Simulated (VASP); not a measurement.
# NiO (Fm-3m) in VASP: notebook, part 2 of 2

VASP 6.6.1. Earlier steps stand in the parts before.

### 3 Relaxation of cell and atoms, PBEsol, collinear spin, ferromagnetic start

This run uses another cell than the first one, of 9.17 Å³/atom, 1.060 times its volume.

INCAR

```
SYSTEM = NiO
PREC = Accurate
ENCUT = 600
EDIFF = 1E-6
ISMEAR = 0
SIGMA = 0.1
LREAL = .False.
LASPH = .True.
NELM = 150
ALGO = Normal
ISIF = 3
LWAVE = .False.
LCHARG = .False.
ISPIN = 2
MAGMOM = 1.07 0.18
LORBIT = 11
LMAXMIX = 4
GGA = PS
IBRION = 2
NSW = 100
EDIFFG = -0.05
```

KPOINTS

```
Automatic mesh
0
Gamma
  8 8 8
  0 0 0
```

POSCAR

```
NiO
1.0
    0.0000000000      2.0931687937      2.0931687937
    2.0931687937      0.0000000000      2.0931687937
    2.0931687937      2.0931687937      0.0000000000
Ni O
1 1
Direct
    0.0000000000      0.0000000000      0.0000000000
    0.5000000000      0.5000000000      0.5000000000
```

Potentials or basis: VASP PAW PBE potentials, release 64 (Ni, O).

On the command line:

```bash
$ cat potpaw_PBE.64/Ni/POTCAR potpaw_PBE.64/O/POTCAR > POTCAR
$ mpirun -np 1 vasp_std > vasp.out
```

OUTCAR:

```text
SYSTEM = NiO
   PREC = Accurate
   ENCUT = 600
   EDIFF = 1E-6
   ISMEAR = 0
   LREAL = .False.
   LASPH = .True.
   NELM = 150
   ISIF = 3
   ISPIN = 2
   LORBIT = 11
   GGA = PS
   IBRION = 2
   NSW = 100
   EDIFFG = -0.05

 ion  position               nearest neighbor table
   1  0.000  0.000  0.000-   2 2.09   2 2.09   2 2.09   2 2.09   2 2.09   2 2.09
   2  0.500  0.500  0.500-   1 2.09   1 2.09   1 2.09   1 2.09   1 2.09   1 2.09

  LATTYP: Found a face centered cubic cell.
 ALAT       =     4.1863375874

  Lattice vectors:

 A1 = (   0.0000000000,   2.0931687937,   2.0931687937)
 A2 = (   2.0931687937,   0.0000000000,   2.0931687937)
 A3 = (   2.0931687937,   2.0931687937,   0.0000000000)

Analysis of symmetry for initial positions (statically):
=====================================================================
 Subroutine PRICEL returns:
 Original cell was already a primitive cell.

 Routine SETGRP: Setting up the symmetry group for a
 face centered cubic supercell.

 Subroutine GETGRP returns: Found 48 space group operations
 (whereof 48 operations were pure point group operations)
 out of a pool of 48 trial point group operations.

The static configuration has the point symmetry O_h .

Analysis of symmetry for dynamics (positions and initial velocities):
=====================================================================
 Subroutine PRICEL returns:
 Original cell was already a primitive cell.

 Routine SETGRP: Setting up the symmetry group for a
 face centered cubic supercell.

 Subroutine GETGRP returns: Found 48 space group operations
 (whereof 48 operations were pure point group operations)
 out of a pool of 48 trial point group operations.

The dynamic configuration has the point symmetry O_h .

Analysis of structural, dynamic, and magnetic symmetry:
=====================================================================
 Subroutine PRICEL returns:
 Original cell was already a primitive cell.

 Routine SETGRP: Setting up the symmetry group for a
 face centered cubic supercell.

 Subroutine GETGRP returns: Found 48 space group operations
 (whereof 48 operations were pure point group operations)
 out of a pool of 48 trial point group operations.

The overall configuration has the point symmetry O_h .

 Subroutine INISYM returns: Found 48 space group operations
 (whereof 48 operations are pure point group operations),
 and found     1 'primitive' translations

----------------------------------------------------------------------------------------

                                     Primitive cell

  volume of cell :      18.3418

  direct lattice vectors                    reciprocal lattice vectors
     0.000000000  2.093168794  2.093168794    -0.238872279  0.238872279  0.238872279
     2.093168794  0.000000000  2.093168794     0.238872279 -0.238872279  0.238872279
     2.093168794  2.093168794  0.000000000     0.238872279  0.238872279 -0.238872279

  length of vectors
     2.960187696  2.960187696  2.960187696     0.413738924  0.413738924  0.413738924

  position of ions in fractional coordinates (direct lattice)
     0.000000000  0.000000000  0.000000000
     0.500000000  0.500000000  0.500000000

  ion indices of the primitive-cell ions
   primitive index   ion index
                 1           1
                 2           2

----------------------------------------------------------------------------------------

 KPOINTS: Automatic mesh

Automatic generation of k-mesh.
 Grid dimensions read from file:
[... 71 lines left out ...]
   ISIF   =      3    stress and relaxation
   ISYM   =      2    0-nonsym 1-usesym 2-fastsym
   POTIM  = 0.5000    time-step for ionic-motion
   TEBEG  =    0.0;   TEEND  =   0.0 temperature during run
   PSTRESS=    0.0 pullay stress
   NELECT =      16.0000    total number of electrons
   NUPDOWN=      -1.0000    fix difference up-down
   EMIN   =  10.00;   EMAX   =-10.00  energy-range for DOS
   EFERMI =   0.00;   METHOD = LEGACY
   ISMEAR =     0;   SIGMA  =   0.10  broadening in eV -4-tet -1-fermi 0-gaus
   EFERMI_NEDOS =   21; number of points for ismear=-14 and -15
   IALGO  =     38    algorithm
   IMIX   =      4    mixing-type and parameters
     AMIX     =   0.40;   BMIX     =  1.00
     AMIX_MAG =   1.60;   BMIX_MAG =  1.00
  volume/ion in A,a.u.               =       9.17        61.89
  Fermi-wavevector in a.u.,A,eV,Ry     =   1.564230  2.955966 33.290940  2.446815
  Thomas-Fermi vector in A             =   2.666884
   LORBIT       =     11    0 simple, 1 ext, 2 COOP (PROOUT), +10 PAW based schemes
   GGA     = PS    functional components
   LHFCALC =     F    Hartree Fock is set to
   AEXX    =    0.0000 exact exchange contribution
   IVDW    =     0    specifies the selected vdW correction
   LEPSILON=     F    determine dielectric tensor
   LRPA    =     F    only Hartree local field effects (RPA)
 conjugate gradient relaxation of ions
 spin polarized calculation
 Gauss-broadening in eV      SIGMA  =   0.10
  energy-cutoff  :      600.00
  volume of cell :       18.34
 maximum number of plane-waves:       620
   NGX = 11   NGY = 11   NGZ = 11

--------------------------------------- Ionic step        1  -------------------------------------------

 number of electron      16.0000007 magnetization       1.0630031

 Free energy of the ion-electron system (eV)
  ---------------------------------------------------
  ext. energy  EPLUGINS =         0.00000000
  ---------------------------------------------------
  free energy    TOTEN  =       -12.37073724 eV

  energy without entropy =      -12.36262716  energy(sigma->0) =      -12.36668220

------------------------ aborting loop because EDIFF is reached ----------------------------------------

  FORCE on cell =-STRESS in cart. coord.  units (eV):
  Direction    XX          YY          ZZ          XY          YZ          ZX
  --------------------------------------------------------------------------------------
  -------------------------------------------------------------------------------------
  Total       -1.3317475     -1.3317475     -1.3317475     -0.0000000      0.0000000      0.0000000
  in kB     -116.3294607   -116.3294607   -116.3294607     -0.0000000      0.0000000      0.0000000
  external PRESSURE =    -116.3294607 kB  Pullay stress =       0.0000000 kB
[... 59 lines left out ...]
--------------------------------------- Ionic step        3  -------------------------------------------

 number of electron      15.9999990 magnetization       0.7776837

 Free energy of the ion-electron system (eV)
  ---------------------------------------------------
  ext. energy  EPLUGINS =         0.00000000
  ---------------------------------------------------
  free energy    TOTEN  =       -12.41338571 eV

  energy without entropy =      -12.40469020  energy(sigma->0) =      -12.40903795

 E-fermi :   8.5749     XC(G=0): -13.2698

 val. band max:        8.5364829491   @ k =  -0.3750   0.3750   0.0000
 cond. band min:       8.5771998027   @ k =   0.5000   0.3750   0.0000
 fundamental gap:      0.0407168536
 Fermi energy:         8.5749108212

 spin component 1

 k-point     1 :       0.0000    0.0000    0.0000
  band No.  band energies     occupation
      1     -12.4162      1.00000
      2       5.1701      1.00000
      3       5.1701      1.00000
      4       5.1701      1.00000
      5       6.2489      1.00000
      6       6.2490      1.00000
      7       6.2651      1.00000
      8       6.2652      1.00000
      9       6.2652      1.00000
     10      10.3497      0.00000
     11      26.3347      0.00000
     12      27.8507      0.00000
     13      27.8507      0.00000
[... 356 lines left out ...]
      2       0.4912      1.00000
      3       2.1974      1.00000
      4       2.6143      1.00000
      5       6.9093      1.00000
      6       7.1231      1.00000
      7       7.5008      1.00000
      8       8.2655      0.99999
      9       8.8870      0.00001
     10      16.4954      0.00000
     11      18.3174      0.00000
     12      20.4887      0.00000
     13      23.6137      0.00000

 [... further k-points ...]

 spin component 2

 k-point     1 :       0.0000    0.0000    0.0000
  band No.  band energies     occupation
      1     -12.2449      1.00000
      2       5.3712      1.00000
      3       5.3712      1.00000
      4       5.3712      1.00000
      5       6.6747      1.00000
      6       6.6747      1.00000
      7       6.6747      1.00000
      8       7.2913      1.00000
      9       7.2913      1.00000
     10      10.5057      0.00000
     11      26.3250      0.00000
     12      27.9748      0.00000
     13      27.9748      0.00000
[... 397 lines left out ...]
  FREE ENERGIE OF THE ION-ELECTRON SYSTEM (eV)
  ---------------------------------------------------
  free  energy   TOTEN  =       -12.4133857051 eV

  energy  without entropy=      -12.4046901988  energy(sigma->0) =      -12.40903795

 reached required accuracy - stopping structural energy minimisation

 total charge

# of ion       s       p       d       tot
------------------------------------------
    1        0.350   0.443   8.368   9.160
    2        1.560   3.383   0.000   4.943
--------------------------------------------------
tot          1.909   3.826   8.368  14.103

 magnetization (x)

# of ion       s       p       d       tot
------------------------------------------
    1        0.008   0.009   0.641   0.658
    2        0.015   0.085   0.000   0.100
--------------------------------------------------
tot          0.023   0.094   0.641   0.758
```

OSZICAR:

```text
N       E                     dE             d eps       ncg     rms          rms(c)
DAV:   1     0.902746873216E+02    0.90275E+02   -0.84565E+03  1556   0.169E+03
[... 32 lines left out ...]
DAV:   3    -0.124247453501E+02    0.28209E-01   -0.14407E-01  1843   0.965E+00    0.106E+00
DAV:   4    -0.124152069418E+02    0.95384E-02   -0.22819E-02  2139   0.340E+00    0.407E-01
DAV:   5    -0.124134452332E+02    0.17617E-02   -0.31008E-03  2115   0.750E-01    0.184E-01
DAV:   6    -0.124133844524E+02    0.60781E-04   -0.11746E-04  1590   0.147E-01    0.544E-02
DAV:   7    -0.124133840782E+02    0.37423E-06   -0.89568E-05  1759   0.105E-01    0.287E-02
DAV:   8    -0.124133857223E+02   -0.16442E-05   -0.15347E-05  1803   0.560E-02    0.617E-03
DAV:   9    -0.124133857051E+02    0.17251E-07   -0.50210E-07   779   0.131E-02
   3 F= -.12413386E+02 E0= -.12409038E+02  d E =-.426485E-01  mag=     0.7775
```

CONTCAR:

```text
NiO
   1.00000000000000
    -0.0000000000000000    2.0503864354220460    2.0503864354220460
     2.0503864354220460    0.0000000000000000    2.0503864354220460
     2.0503864354220460    2.0503864354220460    0.0000000000000000
  Ni              O
     1     1
Direct
     0.0000000000000000    0.0000000000000000    0.0000000000000000
     0.5000000000000000    0.5000000000000000    0.5000000000000000

  0.00000000E+00  0.00000000E+00  0.00000000E+00
  0.00000000E+00  0.00000000E+00  0.00000000E+00
```

Wall time 26 s (1 thread of Intel Xeon Platinum 8488C (Sapphire Rapids), shared host); peak memory 0.16 GiB.

What came out:

```
Free energy                                           : -12.4134 eV
Relaxed volume                                        : 8.62 Å³/atom
Relaxed cell                                          : a = 2.900 Å, b = 2.900 Å, c = 2.900 Å, α = 60.00°, β = 60.00°, γ = 60.00°
Space group after relaxing (to 0.05 Å)                : Fm-3m (No. 225)
Energy gained by relaxing                             : 21.3 meV/atom
Ionic steps                                           : 3
Pressure after relaxing                               : -0.2 GPa
Net moment                                            : 0.78 μB per cell
Site moments                                          : Ni +0.66; O +0.10 μB
Valence electrons inside the program's atomic spheres : Ni 9.16; O 4.94
```

Step by step:
| step | energy change (eV) | largest force (eV/Å) | pressure (GPa) | volume (Å³) |
| --- | --- | --- | --- | --- |
| 1 | 0.0000 | 0.0000 | -11.63 | 18.34 |
| 2 | -0.0269 | 0.0000 | 8.85 | 16.63 |
| 3 | -0.0426 | 0.0000 | -0.23 | 17.24 |

Final structure:
```
CELL_PARAMETERS angstrom
0.00000 2.05039 2.05039
2.05039 0.00000 2.05039
2.05039 2.05039 0.00000
ATOMIC_POSITIONS crystal
Ni 0.00000 0.00000 0.00000
O 0.50000 0.50000 0.50000
```

Caveat: the PAW data sets were made with another functional, which shifts forces and pressure a little; a cell with one magnetic atom can't hold antiferromagnetic order, which such compounds often take; semilocal functionals often make such compounds metallic where correlation or magnetic order opens a gap, which also shifts bond lengths. With open d or f shells a metallic result of PBEsol can be an artefact of self-interaction; +U or a hybrid may open a gap.
